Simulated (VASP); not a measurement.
# Al32O in VASP: single point with PBE+D3(BJ)

Aim: the single point of Al32O with PBE+D3(BJ).

All numbers are computed with VASP 6.6.1; they aren't measurements. Logs are shortened: lines on timing, memory, paths and dates and some standing lists are left out, and cuts for length are marked.

## 1. The cell of the first run

The cell holds a slab with vacuum, 33 atoms: a = 5.629 Å, b = 5.629 Å, c = 33.555 Å, α = 90.00°, β = 90.00°, γ = 120.00°.

## 2. Single point, PBE+D3(BJ)

The input, INCAR:

```
PREC = Accurate
ENCUT = 520
EDIFF = 1E-6
ISMEAR = 0
SIGMA = 0.1
LREAL = Auto
LASPH = True
NELM = 80
ALGO = Fast
ISIF = 2
LWAVE = False
LCHARG = True
LDIPOL = True
IDIPOL = 3
DIPOL = 0.5 0.5 0.370
GGA = PE
IVDW = 12
LELF = True
LVHAR = True
LVACPOTAV = True
NBANDS = 73
```

The input, KPOINTS:

```
Automatic mesh
0
Gamma
  6 6 1
```

The input, POSCAR:

```
Al32O
1.0
    5.6288445222      0.0000000000      0.0000000000
   -2.8144222611      4.8747223502      0.0000000000
    0.0000000000      0.0000000000     33.5549453352
Al O
32 1
Direct
    0.1666666667      0.3333333333      0.1192074658
    0.1666666667      0.8333333333      0.1192074658
    0.6666666667      0.3333333333      0.1192074658
    0.6666666667      0.8333333333      0.1192074658
    0.0000000000      0.0000000000      0.1880575786
    0.0000000000      0.5000000000      0.1880575786
    0.5000000000      0.0000000000      0.1880575786
    0.5000000000      0.5000000000      0.1880575786
    0.3333333333      0.1666666667      0.2569076914
    0.3333333333      0.6666666667      0.2569076914
    0.8333333333      0.1666666667      0.2569076914
    0.8333333333      0.6666666667      0.2569076914
    0.0000000000      0.0000000000      0.3257578042
    0.0000000000      0.5000000000      0.3257578042
    0.5000000000      0.0000000000      0.3257578042
    0.5000000000      0.5000000000      0.3257578042
    0.1666666667      0.3333333333      0.3941383343
    0.1666666667      0.8333333333      0.3941383343
    0.6666666667      0.3333333333      0.3941383343
    0.6666666667      0.8333333333      0.3941383343
    0.0000000000      0.0000000000      0.4632563468
    0.0000000000      0.5000000000      0.4632563468
    0.5000000000      0.0000000000      0.4632563468
    0.5000000000      0.5000000000      0.4632563468
    0.3333333333      0.1666666667      0.5326957441
    0.3333333333      0.6666666667      0.5326957441
    0.8333333333      0.1666666667      0.5326957441
    0.8333333333      0.6666666667      0.5326957441
    0.0000000000      0.0000000000      0.6036351761
    0.0000000000      0.5000000000      0.6036351761
    0.5000000000      0.0000000000      0.6036351761
    0.5000000000      0.5000000000      0.6036351761
    0.2500000000      0.1666666667      0.6781398422
```

Potentials or basis: VASP PAW PBE potentials, release 64 (Al, O).

The run is started by

```sh
$ cat potpaw_PBE.64/Al/POTCAR potpaw_PBE.64/O/POTCAR > POTCAR
$ mpirun -np 1 vasp_std > vasp.out
```

OUTCAR:

```text
PREC = Accurate
   ENCUT = 520
   EDIFF = 1E-6
   ISMEAR = 0
   LREAL = Auto
   LASPH = True
   NELM = 80
   ISIF = 2
   GGA = PE
   IVDW = 12
 IVDW          = 12

 ion  position               nearest neighbor table
   1  0.167  0.333  0.119-   3 2.81   3 2.81   4 2.81   2 2.81   2 2.81   4 2.81   8 2.82   5 2.82
                             6 2.82
   2  0.167  0.833  0.119-   4 2.81   4 2.81   1 2.81   1 2.81   3 2.81   3 2.81   7 2.82   6 2.82
                             5 2.82
   3  0.667  0.333  0.119-   1 2.81   1 2.81   4 2.81   4 2.81   2 2.81   2 2.81   6 2.82   7 2.82
                             8 2.82
   4  0.667  0.833  0.119-   2 2.81   2 2.81   3 2.81   3 2.81   1 2.81   1 2.81   5 2.82   8 2.82
                             7 2.82
   5  0.000  0.000  0.188-   7 2.81   7 2.81   8 2.81   6 2.81   6 2.81   8 2.81   9 2.82   4 2.82
                            12 2.82   1 2.82   2 2.82  11 2.82
   6  0.000  0.500  0.188-   8 2.81   8 2.81   5 2.81   5 2.81   7 2.81   7 2.81  10 2.82   3 2.82
                            11 2.82   2 2.82  12 2.82   1 2.82
   7  0.500  0.000  0.188-   5 2.81   5 2.81   8 2.81   8 2.81   6 2.81   6 2.81  11 2.82   2 2.82
                             3 2.82  10 2.82   9 2.82   4 2.82
   8  0.500  0.500  0.188-   6 2.81   6 2.81   7 2.81   7 2.81   5 2.81   5 2.81  12 2.82   1 2.82
                             4 2.82   9 2.82   3 2.82  10 2.82
   9  0.333  0.167  0.257-  11 2.81  11 2.81  12 2.81  10 2.81  10 2.81  12 2.81  13 2.82   5 2.82
[... 32 lines left out ...]
                            23 2.84  29 2.88  32 2.88  31 2.88
  26  0.333  0.667  0.533-  28 2.81  28 2.81  25 2.81  25 2.81  27 2.81  27 2.81  22 2.84  23 2.84
                            24 2.84  30 2.88  31 2.88  32 2.88
  27  0.833  0.167  0.533-  25 2.81  25 2.81  28 2.81  28 2.81  26 2.81  26 2.81  23 2.84  22 2.84
                            21 2.84  31 2.88  30 2.88  29 2.88
  28  0.833  0.667  0.533-  26 2.81  26 2.81  27 2.81  27 2.81  25 2.81  25 2.81  24 2.84  21 2.84
                            22 2.84  32 2.88  29 2.88  30 2.88
  29  0.000  0.000  0.604-  31 2.81  31 2.81  32 2.81  30 2.81  30 2.81  32 2.81  25 2.88  28 2.88
                            27 2.88
  30  0.000  0.500  0.604-  32 2.81  32 2.81  29 2.81  29 2.81  31 2.81  31 2.81  26 2.88  27 2.88
                            28 2.88
  31  0.500  0.000  0.604-  29 2.81  29 2.81  32 2.81  32 2.81  30 2.81  30 2.81  27 2.88  26 2.88
                            25 2.88
  32  0.500  0.500  0.604-  30 2.81  30 2.81  31 2.81  31 2.81  29 2.81  29 2.81  28 2.88  25 2.88
                            26 2.88
  33  0.250  0.167  0.678-

  LATTYP: Found a hexagonal cell.
 ALAT       =     5.6288445222
 C/A-ratio  =     5.9612492764

  Lattice vectors:

 A1 = (   5.6288445222,   0.0000000000,   0.0000000000)
 A2 = (  -2.8144222611,   4.8747223502,   0.0000000000)
 A3 = (   0.0000000000,   0.0000000000,  33.5549453352)

Analysis of symmetry for initial positions (statically):
=====================================================================
 Subroutine PRICEL returns:
 Original cell was already a primitive cell.

 Routine SETGRP: Setting up the symmetry group for a
 hexagonal supercell.

 Subroutine GETGRP returns: Found  1 space group operations
 (whereof  1 operations were pure point group operations)
 out of a pool of 24 trial point group operations.

The static configuration has the point symmetry C_1 .

Analysis of symmetry for dynamics (positions and initial velocities):
=====================================================================
 Subroutine PRICEL returns:
 Original cell was already a primitive cell.

 Routine SETGRP: Setting up the symmetry group for a
 hexagonal supercell.

 Subroutine GETGRP returns: Found  1 space group operations
 (whereof  1 operations were pure point group operations)
 out of a pool of 24 trial point group operations.

The dynamic configuration has the point symmetry C_1 .

 Subroutine INISYM returns: Found  1 space group operations
 (whereof  1 operations are pure point group operations),
 and found     1 'primitive' translations

----------------------------------------------------------------------------------------

                                     Primitive cell

  volume of cell :     920.7160

  direct lattice vectors                    reciprocal lattice vectors
     5.628844522  0.000000000  0.000000000     0.177656355  0.102569944  0.000000000
    -2.814422261  4.874722350  0.000000000     0.000000000  0.205139889  0.000000000
     0.000000000  0.000000000 33.554945335     0.000000000  0.000000000  0.029801866

  length of vectors
     5.628844522  5.628844522 33.554945335     0.205139889  0.205139889  0.029801866

  position of ions in fractional coordinates (direct lattice)
     0.166666667  0.333333333  0.119207466
     0.166666667  0.833333333  0.119207466
     0.666666667  0.333333333  0.119207466
     0.666666667  0.833333333  0.119207466
     0.000000000  0.000000000  0.188057579
     0.000000000  0.500000000  0.188057579
[... 25 lines left out ...]
     0.500000000  0.500000000  0.603635176
     0.250000000  0.166666667  0.678139842

  ion indices of the primitive-cell ions
   primitive index   ion index
                 1           1
                 2           2
                 3           3
                 4           4
                 5           5
                 6           6
[... 25 lines left out ...]
                32          32
                33          33

----------------------------------------------------------------------------------------

 KPOINTS: Automatic mesh

Automatic generation of k-mesh.
 Grid dimensions read from file:
 generate k-points for:    6    6    1

 Generating k-lattice:

  Cartesian coordinates                     Fractional coordinates (reciprocal lattice)
     0.029609392  0.017094991  0.000000000     0.166666667 -0.000000000  0.000000000
     0.000000000  0.034189981  0.000000000     0.000000000  0.166666667  0.000000000
     0.000000000  0.000000000  0.029801866     0.000000000  0.000000000  1.000000000

  Length of vectors
     0.034189981  0.034189981  0.029801866

  Shift w.r.t. Gamma in fractional coordinates (k-lattice)
     0.000000000  0.000000000  0.000000000

 Subroutine IBZKPT returns following result:
 ===========================================

 Found     20 irreducible k-points:

 Following reciprocal coordinates:
            Coordinates               Weight
  0.000000  0.000000  0.000000      1.000000
  0.166667  0.000000  0.000000      2.000000
  0.000000  0.166667  0.000000      2.000000
 -0.166667  0.166667  0.000000      2.000000
  0.333333  0.000000  0.000000      2.000000
  0.000000  0.333333  0.000000      2.000000
[... 12 lines left out ...]
  0.500000 -0.166667  0.000000      2.000000
  0.333333  0.333333  0.000000      2.000000
   k-points           NKPTS =     20   k-points in BZ     NKDIM =     20   number of bands    NBANDS=     73
   number of dos      NEDOS =    301   number of ions     NIONS =     33
   total plane-waves  NPLWV = 441000
   dimension x,y,z NGX =    42 NGY =   42 NGZ =  250
   dimension x,y,z NGXF=    84 NGYF=   84 NGZF=  500
   ions per type =              32   1
   NGX,Y,Z   is equivalent  to a cutoff of  12.40, 12.40, 12.39 a.u.
   NGXF,Y,Z  is equivalent  to a cutoff of  24.81, 24.81, 24.77 a.u.
 SYSTEM =  unknown system
   PREC   = accura    normal or accurate (medium, high low for compatibility)
   ISTART =      0    job   : 0-new  1-cont  2-samecut
   ICHARG =      2    charge: 1-file 2-atom 10-const
   ISPIN  =      1    spin polarized calculation?
   LNONCOLLINEAR =      F non collinear calculations
   LSORBIT =      F    spin-orbit coupling
   LASPH  =      T    aspherical Exc in radial PAW
   ENCUT  =  520.0 eV  38.22 Ry    6.18 a.u.  10.47 10.47 62.39*2*pi/ulx,y,z
   NELM   =     80;   NELMIN=  2; NELMDL= -5     # of ELM steps
   EDIFF  = 0.1E-05   stopping-criterion for ELM
   LREAL  =      T    real-space projection
   EDIFFG = 0.1E-04   stopping-criterion for IOM
   NSW    =      0    number of steps for IOM
   IBRION =     -1    ionic relax: 0-MD 1-quasi-New 2-CG
   NFREE  =      0    steps in history (QN), initial steepest desc. (CG)
   ISIF   =      2    stress and relaxation
   ISYM   =      2    0-nonsym 1-usesym 2-fastsym
   POTIM  = 0.5000    time-step for ionic-motion
   TEBEG  =    0.0;   TEEND  =   0.0 temperature during run
   PSTRESS=    0.0 pullay stress
   NELECT =     102.0000    total number of electrons
   NUPDOWN=      -1.0000    fix difference up-down
   EMIN   =  10.00;   EMAX   =-10.00  energy-range for DOS
   EFERMI =   0.00;   METHOD = LEGACY
   ISMEAR =     0;   SIGMA  =   0.10  broadening in eV -4-tet -1-fermi 0-gaus
   EFERMI_NEDOS =   21; number of points for ismear=-14 and -15
   IALGO  =     68    algorithm
   IMIX   =      4    mixing-type and parameters
     AMIX     =   0.40;   BMIX     =  1.00
     AMIX_MAG =   1.60;   BMIX_MAG =  1.00
  volume/ion in A,a.u.               =      27.90       188.28
  Fermi-wavevector in a.u.,A,eV,Ry     =   0.786260  1.485816  8.411193  0.618205
  Thomas-Fermi vector in A             =   1.890763
   LORBIT       =      0    0 simple, 1 ext, 2 COOP (PROOUT), +10 PAW based schemes
   GGA     = PE    functional components
   LHFCALC =     F    Hartree Fock is set to
   AEXX    =    0.0000 exact exchange contribution
   IVDW    =    12    specifies the selected vdW correction
   LEPSILON=     F    determine dielectric tensor
   LRPA    =     F    only Hartree local field effects (RPA)
 non-spin polarized calculation
 RMM-DIIS sequential band-by-band and
 Gauss-broadening in eV      SIGMA  =   0.10
  energy-cutoff  :      520.00
  volume of cell :      920.72
 maximum number of plane-waves:     24893
 NGX is ok and might be reduce to    42
   NGX = 21   NGY = 21   NGZ =125

 dipolmoment           0.000000      0.000000     -1.050537 electrons x Angstroem

 number of electron     102.0000001 magnetization

 dipolmoment           0.000000      0.000000      0.520763 electrons x Angstroem

 Free energy of the ion-electron system (eV)
  ---------------------------------------------------
  ext. energy  EPLUGINS =         0.00000000
  ---------------------------------------------------
  free energy    TOTEN  =      -119.84246440 eV

  energy without entropy =     -119.75937043  energy(sigma->0) =     -119.80091742

 E-fermi :   2.1569     XC(G=0):  -6.4315

 val. band max:        2.1514590058   @ k =  -0.1667   0.3333   0.0000
 cond. band min:       2.1649206313   @ k =   0.5000  -0.1667   0.0000
 fundamental gap:      0.0134616255
 Fermi energy:         2.1569177335

 k-point     1 :       0.0000    0.0000    0.0000
  band No.  band energies     occupation
      1     -12.8526      2.00000
      2      -9.0834      2.00000
      3      -8.7616      2.00000
      4      -8.2768      2.00000
      5      -7.5918      2.00000
      6      -6.7537      2.00000
[... 1309 lines left out ...]
     62       4.8187      0.00000
     63       4.8415      0.00000
 [bands above 63 left out]

------------------------ aborting loop because EDIFF is reached ----------------------------------------

 Edisp (eV)   -9.86644

 E8    (eV) :    -4.4761

  FORCE on cell =-STRESS in cart. coord.  units (eV):
  Direction    XX          YY          ZZ          XY          YZ          ZX
  --------------------------------------------------------------------------------------
  -------------------------------------------------------------------------------------
  Total      -4.64287    -4.69930    -8.55253    -0.31684    -0.08014    -0.26164
  in kB      -8.07925    -8.17745   -14.88263    -0.55134    -0.13946    -0.45529
  external pressure =      -10.38 kB  Pullay stress =        0.00 kB

 VOLUME and BASIS-vectors are now :
 -----------------------------------------------------------------------------
  energy-cutoff  :      520.00
  volume of cell :      920.72
      direct lattice vectors                 reciprocal lattice vectors
     5.628844522  0.000000000  0.000000000     0.177656355  0.102569944  0.000000000
    -2.814422261  4.874722350  0.000000000     0.000000000  0.205139889  0.000000000
     0.000000000  0.000000000 33.554945335     0.000000000  0.000000000  0.029801866

 POSITION                                       TOTAL-FORCE (eV/Angst)
 -----------------------------------------------------------------------------------
      0.00000      1.62491      4.00000        -0.030732      0.021381     -0.080005
     -1.40721      4.06227      4.00000         0.002801     -0.036199     -0.086892
      2.81442      1.62491      4.00000         0.029798      0.017624     -0.090841
      1.40721      4.06227      4.00000        -0.004326     -0.001538     -0.101977
      0.00000      0.00000      6.31026        -0.015207     -0.008756      0.089664
     -1.40721      2.43736      6.31026         0.002662      0.000086      0.084383
[... 25 lines left out ...]
      1.40721      2.43736     20.25495        -0.080976     -0.296711      0.927003
      0.93814      0.81245     22.75495        -0.082833     -0.032451     -3.209231
 -----------------------------------------------------------------------------------
    total drift:                               -0.000054      0.000004      0.016245

  FREE ENERGIE OF THE ION-ELECTRON SYSTEM (eV)
  ---------------------------------------------------
  free  energy   TOTEN  =      -129.7089018367 eV

  energy  without entropy=     -129.6258078651  energy(sigma->0) =     -129.66735485

 vacuum level on the upper side and lower side of the slab         9.695         6.261
```

It took 1.8 h on 1 thread of Oxide Virtual Turin-like, shared host; peak memory 1.3 GiB.

What came out:

```yaml
Free_energy: -129.7089 eV
Largest_force: 3.210 eV/Å
Band_gap_on_the_k_mesh: zero (bands 51 and 52 overlap by 0.94 eV)
Dispersion_energy_per_atom: -0.299 eV
```

Forces in eV/Å, atoms in the order of the input:
```
Al  -0.031  0.021 -0.080
Al   0.003 -0.036 -0.087
Al   0.030  0.018 -0.091
Al  -0.004 -0.002 -0.102
Al  -0.015 -0.009  0.090
Al   0.003  0.000  0.084
Al   0.011 -0.009  0.093
Al  -0.003  0.016  0.092
Al   0.011  0.000 -0.009
Al  -0.001  0.004  0.004
Al  -0.009  0.001  0.004
Al  -0.001 -0.004  0.003
Al  -0.008 -0.007  0.012
Al  -0.005  0.000  0.004
Al   0.011 -0.002  0.007
Al   0.006  0.011  0.009
Al   0.006 -0.008  0.024
Al  -0.004  0.008  0.028
Al  -0.007 -0.004  0.025
Al   0.007  0.001  0.028
Al   0.034  0.024  0.005
Al   0.007 -0.003 -0.023
Al  -0.033  0.022  0.011
Al  -0.002 -0.041  0.009
Al  -0.015  0.001  0.120
Al  -0.002 -0.020 -0.063
Al   0.029  0.009 -0.039
Al   0.013  0.008 -0.051
Al   0.317  0.267  1.515
Al  -0.006 -0.011  0.101
Al  -0.178  0.073  0.559
Al  -0.081 -0.297  0.927
O   -0.083 -0.032 -3.209
```
